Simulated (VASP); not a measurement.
# CaF2 (Fm-3m) in VASP: a series of runs

CaF2 is run at these levels: PBEsol; tasks: vibrations by perturbation theory.

Program: VASP 6.6.1. These are calculated values, not measurements. Logs are shortened: lines on timing, memory, paths and dates and some standing lists are left out, and cuts for length are marked.

## Step 1: The cell of the first run

Symmetry: Fm-3m, No. 225, cubic system. Conventional cell: a = 5.118 Å, b = 5.118 Å, c = 5.118 Å, α = 90.00°, β = 90.00°, γ = 90.00°. Ca (site symmetry m-3m) has 8 F at 2.22 Å within 2.9 Å. F (site symmetry -43m) has 4 Ca at 2.22 Å and 6 F at 2.56 Å within 2.9 Å.

## Step 2: Vibrations by perturbation theory, PBEsol

Input file INCAR:

```
SYSTEM = CaF2
PREC = Accurate
ENCUT = 600
EDIFF = 1E-8
ISMEAR = 0
SIGMA = 0.01
LREAL = .FALSE.
LASPH = .TRUE.
NELM = 120
ALGO = Normal
ISIF = 2
LWAVE = .FALSE.
LCHARG = .FALSE.
GGA = PS
IBRION = 8
NSW = 1
LEPSILON = .TRUE.
GGA_COMPAT = .FALSE.
```

Input file KPOINTS:

```
Automatic mesh
0
G
  8 8 8
  0 0 0
```

Input file POSCAR:

```
CaF2
1.0
    0.0000000000      2.5591556322      2.5591556322
    2.5591556322      0.0000000000      2.5591556322
    2.5591556322      2.5591556322      0.0000000000
Ca F
1 2
Direct
    0.0000000000      0.0000000000      0.0000000000
    0.2500000000      0.2500000000      0.2500000000
    0.7500000000      0.7500000000      0.7500000000
```

Potentials or basis: VASP PAW PBE potentials, release 64 (Ca_sv, F).

On the command line:

```sh
cat potpaw_PBE.64/Ca_sv/POTCAR potpaw_PBE.64/F/POTCAR > POTCAR
mpirun -np 1 vasp_std > vasp.out
```

OUTCAR:

```text
SYSTEM = CaF2
   PREC = Accurate
   ENCUT = 600
   EDIFF = 1E-8
   ISMEAR = 0
   LREAL = .FALSE.
   LASPH = .TRUE.
   NELM = 120
   ISIF = 2
   GGA = PS
   IBRION = 8
   NSW = 1
   LEPSILON = .TRUE.

 ion  position               nearest neighbor table
   1  0.000  0.000  0.000-   2 2.22   3 2.22   3 2.22   3 2.22   3 2.22   2 2.22   2 2.22   2 2.22

   2  0.250  0.250  0.250-   1 2.22   1 2.22   1 2.22   1 2.22
   3  0.750  0.750  0.750-   1 2.22   1 2.22   1 2.22   1 2.22

  LATTYP: Found a face centered cubic cell.
 ALAT       =     5.1183112644

  Lattice vectors:

 A1 = (   0.0000000000,   2.5591556322,   2.5591556322)
 A2 = (   2.5591556322,   0.0000000000,   2.5591556322)
 A3 = (   2.5591556322,   2.5591556322,   0.0000000000)

Analysis of symmetry for initial positions (statically):
=====================================================================
 Subroutine PRICEL returns:
 Original cell was already a primitive cell.

 Routine SETGRP: Setting up the symmetry group for a
 face centered cubic supercell.

 Subroutine GETGRP returns: Found 48 space group operations
 (whereof 48 operations were pure point group operations)
 out of a pool of 48 trial point group operations.

The static configuration has the point symmetry O_h .

Analysis of symmetry for dynamics (positions and initial velocities):
=====================================================================
 Subroutine PRICEL returns:
 Original cell was already a primitive cell.

 Routine SETGRP: Setting up the symmetry group for a
 face centered cubic supercell.

 Subroutine GETGRP returns: Found 48 space group operations
 (whereof 48 operations were pure point group operations)
 out of a pool of 48 trial point group operations.

The dynamic configuration has the point symmetry O_h .

[... 707 lines left out ...]
  --------------------------------------------------------------------------------
  x     0.00000     0.00000     0.00000     0.00000     0.00000     0.00000
  y     0.00000     0.00000     0.00000     0.00000     0.00000     0.00000
  z     0.00000     0.00000     0.00000     0.00000     0.00000     0.00000

 PIEZOELECTRIC TENSOR (including local field effects)  for field in x, y, z        (C/m^2)
          XX          YY          ZZ          XY          YZ          ZX
  --------------------------------------------------------------------------------
  x     0.00000     0.00000     0.00000     0.00000     0.00000     0.00000
  y     0.00000     0.00000     0.00000     0.00000     0.00000     0.00000
  z     0.00000     0.00000     0.00000     0.00000     0.00000     0.00000

 BORN EFFECTIVE CHARGES (including local field effects) (in |e|, cummulative output)
 ---------------------------------------------------------------------------------
 ion    1
    1     2.42200     0.00000     0.00000
    2     0.00000     2.42200     0.00000
    3     0.00000     0.00000     2.42200
 ion    2
    1    -1.21100     0.00000     0.00000
    2     0.00000    -1.21100     0.00000
    3     0.00000     0.00000    -1.21100
 ion    3
    1    -1.21100     0.00000     0.00000
    2     0.00000    -1.21100     0.00000
    3     0.00000     0.00000    -1.21100

 INTERNAL STRAIN TENSOR FOR ION    3 for displacements in x,y,z  (eV/Angst):
          X           Y           Z          XY          YZ          ZX
  --------------------------------------------------------------------------------
  x    -0.00000     0.00000     0.00000     0.00000     7.96577     0.00000
  y     0.00000    -0.00000     0.00000     0.00000     0.00000     7.96577
  z     0.00000     0.00000    -0.00000     7.96577     0.00000     0.00000

 SECOND DERIVATIVES (NOT SYMMETRIZED)
 ------------------------------------
               1X          1Y          1Z          2X          2Y          2Z          3X          3Y          3Z
  1X   -10.360326    0.000000    0.000000    5.180163    0.000000    0.000000    5.180163    0.000000    0.000000
  1Y     0.000000  -10.360326    0.000000    0.000000    5.180163    0.000000    0.000000    5.180163    0.000000
  1Z     0.000000    0.000000  -10.360326    0.000000    0.000000    5.180163    0.000000    0.000000    5.180163
  2X     5.155382    0.000000    0.000000   -8.730206    0.000000    0.000000    3.574824    0.000000    0.000000
  2Y     0.000000    5.155382    0.000000    0.000000   -8.730206    0.000000    0.000000    3.574824    0.000000
  2Z     0.000000    0.000000    5.155382    0.000000    0.000000   -8.730206    0.000000    0.000000    3.574824
  3X     5.155382    0.000000    0.000000    3.574824    0.000000    0.000000   -8.730206    0.000000    0.000000
  3Y     0.000000    5.155382    0.000000    0.000000    3.574824    0.000000    0.000000   -8.730206    0.000000
  3Z     0.000000    0.000000    5.155382    0.000000    0.000000    3.574824    0.000000    0.000000   -8.730206

 Eigenvectors and eigenvalues of the dynamical matrix
 ----------------------------------------------------

   1 f  =   12.581665 THz    79.052935 2PiTHz  419.679181 cm-1    52.033563 meV
             X         Y         Z           dx          dy          dz
      0.000000  0.000000  0.000000     0.000000    0.000000   -0.000000
      1.279578  1.279578  1.279578    -0.325200   -0.626348    0.043971
      3.838733  3.838733  3.838733     0.325200    0.626348   -0.043971
[... 43 lines left out ...]
   9 f/i=    0.013638 THz     0.085691 2PiTHz    0.454922 cm-1     0.056403 meV
             X         Y         Z           dx          dy          dz
      0.000000  0.000000  0.000000     0.690709    0.186489   -0.016701
      1.279578  1.279578  1.279578     0.476691    0.128705   -0.011526
      3.838733  3.838733  3.838733     0.476691    0.128705   -0.011526

--------------------------------------------------------------------------------------------------------

 MACROSCOPIC STATIC DIELECTRIC TENSOR IONIC CONTRIBUTION
 ------------------------------------------------------
           3.061350    -0.000000    -0.000000
          -0.000000     3.061350    -0.000000
          -0.000000    -0.000000     3.061350
 ------------------------------------------------------

 ELASTIC MODULI CONTR FROM IONIC RELAXATION (kBar)
 Direction    XX          YY          ZZ          XY          YZ          ZX
 --------------------------------------------------------------------------------
 XX          -0.0000      0.0000     -0.0000      0.0000      0.0000     -0.0000
 YY           0.0000     -0.0000      0.0000     -0.0000     -0.0000      0.0000
 ZZ          -0.0000      0.0000     -0.0000      0.0000      0.0000     -0.0000
 XY           0.0000     -0.0000      0.0000   -492.9389     -0.0000      0.0000
 YZ           0.0000     -0.0000      0.0000     -0.0000   -492.9389      0.0000
 ZX          -0.0000      0.0000     -0.0000      0.0000      0.0000   -492.9389
 --------------------------------------------------------------------------------

 PIEZOELECTRIC TENSOR IONIC CONTR  for field in x, y, z        (C/m^2)
          XX          YY          ZZ          XY          YZ          ZX
  --------------------------------------------------------------------------------
  x    -0.00000    -0.00000     0.00000    -0.00000     0.00000     0.00000
  y     0.00000     0.00000    -0.00000     0.00000    -0.00000    -0.00000
  z    -0.00000    -0.00000    -0.00000     0.00000     0.00000     0.00000
```

OSZICAR:

```text
N       E                     dE             d eps       ncg     rms          rms(c)
DAV:   1     0.241694301817E+03    0.24169E+03   -0.15251E+04   928   0.174E+03
DAV:   2    -0.928967151908E+01   -0.25098E+03   -0.24421E+03  1184   0.426E+02
DAV:   3    -0.183184526060E+02   -0.90288E+01   -0.90221E+01  1088   0.923E+01
[... 243 lines left out ...]
RMM:  12    -0.532312128060E+00   -0.12636E-06   -0.46696E-08  7896   0.194E-04    0.116E-05
RMM:  13    -0.532312083471E+00    0.44589E-07   -0.89905E-09  8050   0.934E-05    0.615E-06
RMM:  14    -0.532312106118E+00   -0.22647E-07   -0.19010E-08  8048   0.472E-05    0.481E-06
RMM:  15    -0.532312160446E+00   -0.54329E-07   -0.17195E-08  7444   0.272E-05    0.179E-06
RMM:  16    -0.532312154150E+00    0.62961E-08   -0.29919E-09  7796   0.165E-05    0.618E-07
 Linear response finished
```

Wall time 22 min (1 thread of Intel Xeon 8259CL, shared host); peak memory 0.35 GiB.

Results:

```yaml
Electronic_dielectric_tensor_diagonal: 2.44
Born_charges_mean_of_the_diagonal: Ca +2.42; F -1.21 e
Highest_phonon_frequency_at_Γ_LO-TO_splitting_left_out: 420 cm⁻¹
```

Phonon frequencies in cm⁻¹ (negative: imaginary):
| q point | frequencies |
| --- | --- |
| (0.000, 0.000, 0.000) | 0 0 0 380 380 380 420 420 420 |

Electronic dielectric tensor:
```
2.44 0.00 0.00
0.00 2.44 0.00
0.00 0.00 2.44
```

Born effective charge tensors (e):
atom 1, Ca
```
2.42 0.00 0.00
0.00 2.42 0.00
0.00 0.00 2.42
```
atom 2, F
```
-1.21  0.00  0.00
 0.00 -1.21  0.00
 0.00  0.00 -1.21
```
atom 3, F
```
-1.21  0.00  0.00
 0.00 -1.21  0.00
 0.00  0.00 -1.21
```

Caveat: the cell stands under pressure or tension, which shifts response properties; the PAW data sets were made with another functional, which shifts forces and pressure a little.

## Step 3: Vibrations by perturbation theory, PBEsol

This run uses another cell than the first one, of 12.00 Å³/atom.

Input file INCAR:

```
SYSTEM = CaF2
ALGO = Normal
EDIFF = 1E-8
ENCUT = 600
GGA = PS
GGA_COMPAT = .False.
IBRION = 8
ISIF = 2
ISMEAR = 0
LASPH = .True.
LCHARG = .True.
LEPSILON = .True.
LREAL = .False.
LWAVE = .False.
NBANDS = 19
NELM = 120
NSW = 1
PREC = Accurate
SIGMA = 0.01
```

Input file KPOINTS:

```
k-points
0
Gamma
  8 8 8
  0 0 0
```

Input file POSCAR:

```
CaF2
1.0
    0.0000000000      2.6204846986      2.6204846986
    2.6204846986      0.0000000000      2.6204846986
    2.6204846986      2.6204846986      0.0000000000
Ca F
1 2
Direct
    0.0000000000      0.0000000000      0.0000000000
    0.2500000000      0.2500000000      0.2500000000
    0.7500000000      0.7500000000      0.7500000000
```

Potentials or basis: VASP PAW PBE potentials, release 64 (Ca_sv, F).

On the command line:

```sh
cat potpaw_PBE.64/Ca_sv/POTCAR potpaw_PBE.64/F/POTCAR > POTCAR
mpirun -np 1 vasp_std > vasp.out
```

OUTCAR:

```text
SYSTEM = CaF2
   EDIFF = 1E-8
   ENCUT = 600
   GGA = PS
   IBRION = 8
   ISIF = 2
   ISMEAR = 0
   LASPH = .True.
   LEPSILON = .True.
   LREAL = .False.
   NELM = 120
   NSW = 1
   PREC = Accurate

 ion  position               nearest neighbor table
   1  0.000  0.000  0.000-   3 2.27   3 2.27   2 2.27   2 2.27   3 2.27   2 2.27   3 2.27   2 2.27

   2  0.250  0.250  0.250-   1 2.27   1 2.27   1 2.27   1 2.27
   3  0.750  0.750  0.750-   1 2.27   1 2.27   1 2.27   1 2.27

  LATTYP: Found a face centered cubic cell.
 ALAT       =     5.2409693972

  Lattice vectors:

 A1 = (   0.0000000000,   2.6204846986,   2.6204846986)
 A2 = (   2.6204846986,   0.0000000000,   2.6204846986)
 A3 = (   2.6204846986,   2.6204846986,   0.0000000000)
[... 848 lines left out ...]
  2X     3.882610    0.000000    0.000000   -6.963968    0.000000    0.000000    3.081358    0.000000    0.000000
  2Y     0.000000    3.882610    0.000000    0.000000   -6.963968    0.000000    0.000000    3.081358    0.000000
  2Z     0.000000    0.000000    3.882610    0.000000    0.000000   -6.963968    0.000000    0.000000    3.081358
  3X     3.882610    0.000000    0.000000    3.081358    0.000000    0.000000   -6.963968    0.000000    0.000000
  3Y     0.000000    3.882610    0.000000    0.000000    3.081358    0.000000    0.000000   -6.963968    0.000000
  3Z     0.000000    0.000000    3.882610    0.000000    0.000000    3.081358    0.000000    0.000000   -6.963968

 Eigenvectors and eigenvalues of the dynamical matrix
 ----------------------------------------------------

   1 f  =   11.367863 THz    71.426387 2PiTHz  379.191080 cm-1    47.013681 meV
             X         Y         Z           dx          dy          dz
      0.000000  0.000000  0.000000    -0.000000   -0.000000    0.000000
      1.310242  1.310242  1.310242    -0.209161   -0.672099    0.067338
      3.930727  3.930727  3.930727     0.209161    0.672099   -0.067338
[... 43 lines left out ...]
   9 f/i=    0.014489 THz     0.091037 2PiTHz    0.483300 cm-1     0.059922 meV
             X         Y         Z           dx          dy          dz
      0.000000  0.000000  0.000000     0.060772    0.711715   -0.067624
      1.310242  1.310242  1.310242     0.041719    0.488572   -0.046422
      3.930727  3.930727  3.930727     0.041719    0.488572   -0.046422

--------------------------------------------------------------------------------------------------------

 MACROSCOPIC STATIC DIELECTRIC TENSOR IONIC CONTRIBUTION
 ------------------------------------------------------
           3.737395    -0.000000    -0.000000
          -0.000000     3.737395    -0.000000
          -0.000000    -0.000000     3.737395
 ------------------------------------------------------

 ELASTIC MODULI CONTR FROM IONIC RELAXATION (kBar)
 Direction    XX          YY          ZZ          XY          YZ          ZX
 --------------------------------------------------------------------------------
 XX          -0.0000      0.0000      0.0000     -0.0000      0.0000     -0.0000
 YY           0.0000     -0.0000     -0.0000     -0.0000     -0.0000      0.0000
 ZZ           0.0000     -0.0000     -0.0000      0.0000     -0.0000     -0.0000
 XY          -0.0000     -0.0000      0.0000   -273.1296     -0.0000      0.0000
 YZ           0.0000     -0.0000     -0.0000     -0.0000   -273.1296      0.0000
 ZX          -0.0000      0.0000     -0.0000      0.0000      0.0000   -273.1296
 --------------------------------------------------------------------------------

 PIEZOELECTRIC TENSOR IONIC CONTR  for field in x, y, z        (C/m^2)
          XX          YY          ZZ          XY          YZ          ZX
  --------------------------------------------------------------------------------
  x    -0.00000     0.00000     0.00000    -0.00000     0.00000     0.00000
  y    -0.00000     0.00000     0.00000     0.00000     0.00000    -0.00000
  z    -0.00000     0.00000    -0.00000     0.00000     0.00000    -0.00000
```

stdout:

```text
POSCAR found type information on POSCAR CaF
 POSCAR found :  2 types and       3 ions
 scaLAPACK will be used
 -----------------------------------------------------------------------------
|                                                                             |
|                                                                             |
[... 39 lines left out ...]
 first order change of Fermi-energy  -0.84861E-05
 force on displaced ion       1 direction 1 :  -7.720   0.000   0.000
 Born effective charge ion    1 direction 1 :   2.398   0.000   0.000
 Linear response progress:
 first order change of Fermi-energy   0.49558E+00
 force on displaced ion       2 direction 1 :  -6.964   0.000   0.000
 Born effective charge ion    2 direction 1 :  -1.199   0.000   0.000
 Born effective charges drift removed
 Linear response finished
```

Run time: 25 min. Hardware: 1 thread of Intel Xeon 8259CL, shared host; peak memory 0.42 GiB.

What came out:

| Quantity | Value |
| --- | --- |
| Electronic dielectric tensor (diagonal) | 2.39 |
| Born charges (mean of the diagonal) | Ca +2.40; F -1.20 e |
| Highest phonon frequency at Γ, LO-TO splitting left out | 379 cm⁻¹ |

Phonon frequencies in cm⁻¹ (negative: imaginary):
```
              q point                    frequencies
(0.000, 0.000, 0.000)  0 0 0 329 329 329 379 379 379
```

Electronic dielectric tensor:
```
2.39 0.00 0.00
0.00 2.39 0.00
0.00 0.00 2.39
```

Born effective charge tensors (e):
atom 1, Ca
```
2.40 0.00 0.00
0.00 2.40 0.00
0.00 0.00 2.40
```
atom 2, F
```
-1.20  0.00  0.00
 0.00 -1.20  0.00
 0.00  0.00 -1.20
```
atom 3, F
```
-1.20  0.00  0.00
 0.00 -1.20  0.00
 0.00  0.00 -1.20
```

Caveat: the cell stands under pressure or tension, which shifts response properties; the PAW data sets were made with another functional, which shifts forces and pressure a little.

(Continued in part 2 of 2.)
